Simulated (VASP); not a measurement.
A run of VASP 6.6.1 is set up as follows.

INCAR

```
SYSTEM = W
ALGO = Normal
EDIFF = 1E-6
ENCUT = 520
GGA = CA
ISIF = 2
ISMEAR = 0
LASPH = .TRUE.
LCHARG = .FALSE.
LREAL = .FALSE.
LWAVE = .FALSE.
NBANDS = 13
NELM = 60
PREC = Accurate
SIGMA = 0.15
```

File KPOINTS:

```
k-points
0
G
  22 22 22
  0 0 0
```

Contents of POSCAR:

```
W
1.0
   -1.6088378120      1.6088378120      1.6088378120
    1.6088378120     -1.6088378120      1.6088378120
    1.6088378120      1.6088378120     -1.6088378120
W
1
Direct
    0.0000000000      0.0000000000      0.0000000000
```

Potentials or basis: VASP PAW LDA potentials, release 64 (W_sv).

Launch:

```sh
$ cat potpaw_LDA.64/W_sv/POTCAR > POTCAR
$ mpirun -np 1 vasp_std > vasp.out
```

Problem. What does it give for the pressure?

Solution. -20.7 GPa.

Problem. What does it give for the band gap on the k mesh?

Solution. Zero (bands 7 and 8 overlap by 5.97 eV).

Caveat: the cell stands under tension; spin-orbit coupling is left out, which moves the levels of the heavy elements.
